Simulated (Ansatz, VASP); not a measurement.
**One calculation of Ni, two programs**

```
CELL_PARAMETERS angstrom
4.51147 0.00000 0.00000
0.00000 4.51147 0.00000
0.00000 0.00000 4.51147
ATOMIC_POSITIONS crystal
Ni 0.00000 0.00000 0.00000
Ni 0.50000 0.50000 0.50000
Ni 0.25000 0.00000 0.50000
Ni 0.75000 0.00000 0.50000
Ni 0.50000 0.25000 0.00000
Ni 0.50000 0.75000 0.00000
Ni 0.00000 0.50000 0.25000
Ni 0.00000 0.50000 0.75000
```

Alike in both runs: functional RPBE; k mesh 6 × 6 × 6; occupations fermi-dirac, width 0.05 eV; collinear spin.

Ansatz relaxed the structure, and its values are those at the end. VASP's run is a single point on that final structure, the one shown.

|  | VASP | Ansatz |
| --- | --- | --- |
| version | VASP 6.6.1 | Ansatz 0.2.0 |
| potentials or method | VASP PAW PBE potentials, release 64 (Ni), cutoff 520 eV | plane waves (420 eV) with PAW, scalar-relativistic |
| valence electrons in the cell | 80 | 144 |

|  | VASP | Ansatz | Ansatz less VASP |
| --- | --- | --- | --- |
| pressure (GPa) | 0.1 | 0.0 | -0.13 |
| net moment per atom (μB) | 0.58 | 0.59 | +0.010 |
| size of the moment on the site where the two differ most (μB) | 0.59 | 0.62 | +0.037 |

VASP's potentials were made for PBE, not for RPBE. Site moments also hang on the region over which each program counts them. The functional is the same, so the differences come from potentials, cutoffs and numerics. VASP's potentials hold 80 valence electrons a cell and Ansatz's 144, so a difference there can come from the potentials and not from the codes.
